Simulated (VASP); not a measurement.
Set up this calculation in VASP 6.6.1, as the native input.

```
Task                   : relaxation of shape and atoms at fixed volume
Functional             : PBE
Potentials or basis    : VASP PAW PBE potentials, release 64 (Sn_d, O)
Cutoff                 : 600 eV
k mesh                 : 8 × 8 × 11
Occupations            : fermi-dirac, width 0.05 eV
Spin                   : no spin polarisation
Dipole correction      : no
Further INCAR settings : ALGO = Normal; EDIFF = 1e-06; IBRION = 2; EDIFFG = -0.005; NSW = 50; ISIF = 4
```

The structure of SnO2 (rutile type) lies in POSCAR:

```
SnO2
1.0
    4.4810110180      0.0000000000      0.0000000000
    0.0000000000      4.4810110180      0.0000000000
    0.0000000000      0.0000000000      3.0061573129
Sn O
2 4
Direct
    0.0000000000      0.0000000000      0.0000000000
    0.5000000000      0.5000000000      0.5000000000
    0.3065726999      0.3065726999      0.0000000000
    0.6934273001      0.6934273001      0.0000000000
    0.8065726999      0.1934273001      0.5000000000
    0.1934273001      0.8065726999      0.5000000000
```

One way to write it, as run:

INCAR

```
PREC = Accurate
ENCUT = 600
EDIFF = 1E-6
ISMEAR = -1
SIGMA = 0.05
LREAL = False
LASPH = True
NELM = 60
ALGO = Normal
ISIF = 4
LWAVE = False
LCHARG = False
GGA = PE
IBRION = 2
NSW = 50
EDIFFG = -0.005
```

KPOINTS

```
regular mesh
0
Gamma
  8 8 11
```

Potentials or basis: VASP PAW PBE potentials, release 64 (Sn_d, O).

Run with:

```console
$ cat potpaw_PBE.64/Sn_d/POTCAR potpaw_PBE.64/O/POTCAR > POTCAR
$ mpirun -np 1 vasp_std > vasp.out
```

It gave:

The energy gained by relaxing is 23.9 meV/atom, the ionic steps are 8 and the pressure after relaxing is 66.5 GPa. The band gap on the k mesh is 3.31 eV, direct.

Caveat: spin-orbit coupling is left out, which moves the levels of the heavy elements.

It took 4.4 min on 1 thread of Intel(R) Xeon(R) 6975P-C (Granite Rapids) (shared host), peak memory 0.29 GiB.
